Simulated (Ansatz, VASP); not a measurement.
H2Os3 in VASP and in Ansatz

Contents of INCAR:

```
SYSTEM = H2Os3
PREC = Accurate
ENCUT = 560
EDIFF = 1E-6
ISMEAR = 0
SIGMA = 0.1
LREAL = .False.
LASPH = .True.
NELM = 200
ALGO = Normal
ISIF = 2
LWAVE = .False.
LCHARG = .True.
ISPIN = 2
MAGMOM = 0 0 1 1 1
LORBIT = 11
LMAXMIX = 4
GGA = PE
LELF = .True.
LVHAR = .True.
NBANDS = 37
GGA_COMPAT = .False.
```

The input KPOINTS:

```
Automatic mesh
0
Gamma
  6 6 4
  0 0 0
```

Contents of POSCAR:

```
H2Os3
1.0
    2.8677554458      0.0000000000      0.0000000000
   -1.4338777229      2.4835490679      0.0000000000
    0.0000000000      0.0000000000      6.9706263089
H Os
2 3
Direct
    0.6666666667      0.3333333333      0.2038759151
    0.6666666667      0.3333333333      0.7961240849
    0.0000000000      0.0000000000      0.3172753537
    0.0000000000      0.0000000000      0.6827246463
    0.3333333333      0.6666666667      0.0000000000
```

Input for Ansatz:

```yaml
crystal:
  lattice:
    - [2.8677554458, 0.0, 0.0]
    - [-1.4338777229, 2.4835490679, 0.0]
    - [0.0, 0.0, 6.9706263089]
  atoms:
    - { symbol: H, position: [0.6666666667, 0.3333333333, 0.2038759151] }
    - { symbol: H, position: [0.6666666667, 0.3333333333, 0.7961240849] }
    - { symbol: Os, position: [0.0, 0.0, 0.3172753537], spin: 1.0 }
    - { symbol: Os, position: [0.0, 0.0, 0.6827246463], spin: 1.0 }
    - { symbol: Os, position: [0.3333333333, 0.6666666667, 0.0], spin: 1.0 }
basis:
  ecutwfc: 420
kpoints:
  mp_grid: { grid: [6, 6, 4] }
hamiltonian:
  xc: pbe
scf:
  occupations: { method: gaussian, width: 0.1 }
  lower_state_search: "off"
output:
  forces: true
  stress: true
  eigenvalues: true
  populations: true
magnetization:
  spin_polarized: true
```

Alike in both runs: task single point; functional PBE; k mesh 6 × 6 × 4; occupations gaussian, width 0.1 eV; collinear spin.

|  | VASP | Ansatz |
| --- | --- | --- |
| version | VASP 6.6.1 | Ansatz 0.2.0 |
| potentials or method | VASP PAW PBE potentials, release 64 (H, Os_sv_GW), cutoff 560 eV | scalar-relativistic, plane waves, PAW |
| valence electrons in the cell | 50 | 50 |

```tsv
	VASP	Ansatz	Ansatz less VASP
gap on the k mesh at the Fermi level (eV)	none	none	-
pressure (GPa)	-1.2	0.0	+1.21
traceless stress, the component that is largest in VASP (GPa)	0.07	0.07	-0.007
rms of the force components (eV/Å)	0.005	0.001	-0.0043
net moment per atom (μB)	0.00	0.00	-0.001
```

Atom by atom the forces differ by 0.005 eV/Å (rms over components). A gap of «none» marks a metal or a gap that the smearing closes. Ansatz's warnings: seeded moment not kept.

The k mesh is coarse, so the values compare programs but aren't converged. Neither program's run includes spin-orbit coupling.
